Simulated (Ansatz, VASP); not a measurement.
This is a calculation of Os for Ansatz 0.2.0.

The input input.yaml:

```yaml
crystal:
  lattice:
    - [2.7522071502, 0.0, 0.0]
    - [-1.3761035751, 2.3834813086, 0.0]
    - [0.0, 0.0, 4.3483081185]
  atoms:
    - { symbol: Os, position: [0.6666666667, 0.3333333333, 0.75] }
    - { symbol: Os, position: [0.3333333333, 0.6666666667, 0.25] }
hamiltonian:
  xc: r2scan
  pseudopotentials: { kind: paw }
  dispersion: rvv10
kpoints:
  mp_grid: { grid: [11, 11, 6] }
scf:
  occupations: { method: fermi_dirac, width: 0.05 }
output:
  forces: true
  stress: true
  eigenvalues: true
```

Potentials or basis: Ansatz PAW.

The run is started by

```console
$ ansatz run input.yaml --threads 2 --pin off --max-ram 5120MiB --backend cpu --events-out ev --progress --plain --runs-dir out
```

**Question.** Translate it to VASP 6.6.1. Potentials there: VASP PAW PBE potentials, release 64 (Os).

**Answer.** As run (the cutoff follows the program's own potentials):

File POSCAR:

```
Os
1.0
    2.7522071502      0.0000000000      0.0000000000
   -1.3761035751      2.3834813086      0.0000000000
    0.0000000000      0.0000000000      4.3483081185
Os
2
Direct
    0.6666666667      0.3333333333      0.7500000000
    0.3333333333      0.6666666667      0.2500000000
```

INCAR.step1

```
SYSTEM = Os
PREC = Accurate
ENCUT = 520
ISMEAR = -1
SIGMA = 0.05
LREAL = .False.
LASPH = .True.
NELM = 100
NBANDS = 15
GGA = PE
ALGO = Normal
EDIFF = 1E-4
LWAVE = .True.
LCHARG = .False.
```

The input INCAR.step2:

```
SYSTEM = Os
PREC = Accurate
ENCUT = 520
EDIFF = 1E-6
ISMEAR = -1
SIGMA = 0.05
LREAL = .False.
LASPH = .True.
NELM = 100
ALGO = Normal
ISIF = 2
LWAVE = .False.
LCHARG = .False.
METAGGA = R2SCAN
LMIXTAU = .True.
LUSE_VDW = .True.
IVDW_NL = 2
BPARAM = 11.95
CPARAM = 0.0093
NBANDS = 15
ISTART = 1
```

Contents of KPOINTS:

```
regular mesh
0
Gamma
  11 11 6
  0 0 0
```

Potentials or basis: VASP PAW PBE potentials, release 64 (Os).

Run with:

```sh
$ cat potpaw_PBE.64/Os/POTCAR > POTCAR
$ cp INCAR.step1 INCAR
$ mpirun -np 1 vasp_std > vasp.out
$ cp INCAR.step2 INCAR
$ mpirun -np 1 vasp_std > vasp.out
```

Both were run:

|  | VASP | Ansatz | Ansatz less VASP |
| --- | --- | --- | --- |
| gap on the k mesh at the Fermi level (eV) | none | none | - |
| pressure (GPa) | -7.9 | -10.2 | -2.28 |
| traceless stress, the component that is largest in VASP (GPa) | -0.71 | -0.71 | -0.005 |

VASP's potentials were made for PBE, not for r2SCAN. A gap of «none» marks a metal or a gap that the smearing closes. VASP's potentials hold 16 valence electrons a cell and Ansatz's 32, so a difference there can come from the potentials and not from the codes.

Neither program's run includes spin-orbit coupling.
